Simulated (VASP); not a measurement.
Crystal: RbBr.

```
CELL_PARAMETERS angstrom
0.00000 3.46083 3.46083
3.46083 0.00000 3.46083
3.46083 3.46083 0.00000
ATOMIC_POSITIONS crystal
Rb 0.00000 0.00000 0.00000
Br 0.50000 0.50000 0.50000
```

Base run:

```yaml
Program: VASP 6.6.1
Functional: PBE
Potentials_or_basis: VASP PAW PBE potentials, release 64 (Rb_sv, Br)
Cutoff: 520 eV
k_mesh: 4 × 4 × 4
Occupations: gaussian, width 0.01 eV
Spin: no spin polarisation
```

Its results: band gap on the k mesh 4.29 eV; pressure 0.6 GPa.

The run is repeated on the same cell with these changes: functional from PBE to HF; further incar settings from ALGO = Normal; EDIFF = 1e-07; NBANDS = 15 to ALGO = Normal; EDIFF = 1e-06; NBANDS = 15. What comes out?

Band gap on the k mesh 11.85 eV; pressure 1.7 GPa.

Caveats: the PAW data sets were made with another functional, which shifts forces and pressure a little (at least some runs).

